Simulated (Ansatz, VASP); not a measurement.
**KCl: VASP beside Ansatz**

The input INCAR:

```
SYSTEM = KCl
  ALGO = Normal
  EDIFF = 1E-7
  ENCUT = 520
  GGA = PS
  ISIF = 2
  ISMEAR = 0
  LASPH = .TRUE.
  LCHARG = .FALSE.
  LREAL = .FALSE.
  LWAVE = .FALSE.
  NBANDS = 15
  NELM = 80
  PREC = Accurate
  SIGMA = 0.02
```

File KPOINTS:

```
k-points
0
G
  6 6 6
  0 0 0
```

Contents of POSCAR:

```
KCl
1.0
    0.0000000000      3.4075464870      3.4075464870
    3.1550584870      0.2524880000      3.1550584870
    3.4075464870      3.4075464870      0.0000000000
K Cl
1 1
Direct
    0.0000000000      0.0000000000      0.0000000000
    0.5000000000      0.5000000000      0.5000000000
```

Input for Ansatz:

```yaml
crystal:
  lattice:
    - [0.0, 3.407546487, 3.407546487]
    - [3.155058487, 0.252488, 3.155058487]
    - [3.407546487, 3.407546487, 0.0]
  atoms:
    - { symbol: K, position: [0.0, 0.0, 0.0] }
    - { symbol: Cl, position: [0.5, 0.5, 0.5] }
basis:
  ecutwfc: 420
kpoints:
  mp_grid: { grid: [6, 6, 6] }
hamiltonian:
  xc: pbesol
scf:
  occupations: { method: gaussian, width: 0.02 }
output:
  forces: true
  stress: true
  eigenvalues: true
```

Alike in both runs: task single point; functional PBEsol; k mesh 6 × 6 × 6; occupations gaussian, width 0.02 eV; no spin polarisation.

```csv
,VASP,Ansatz
version,VASP 6.6.1,Ansatz 0.2.0
potentials or method,"VASP PAW PBE potentials, release 64 (K_sv, Cl), cutoff 520 eV","scalar-relativistic, plane waves, PAW"
valence electrons in the cell,16,16
```

```tsv
	VASP	Ansatz	Ansatz less VASP
gap on the k mesh at the Fermi level (eV)	4.50	4.50	+0.002
least direct gap on the mesh (eV)	4.50	4.50	+0.002
pressure (GPa)	-1.9	-1.9	-0.01
traceless stress, the component that is largest in VASP (GPa)	-0.44	-0.45	-0.003
```

VASP's potentials were made for PBE, not for PBEsol.
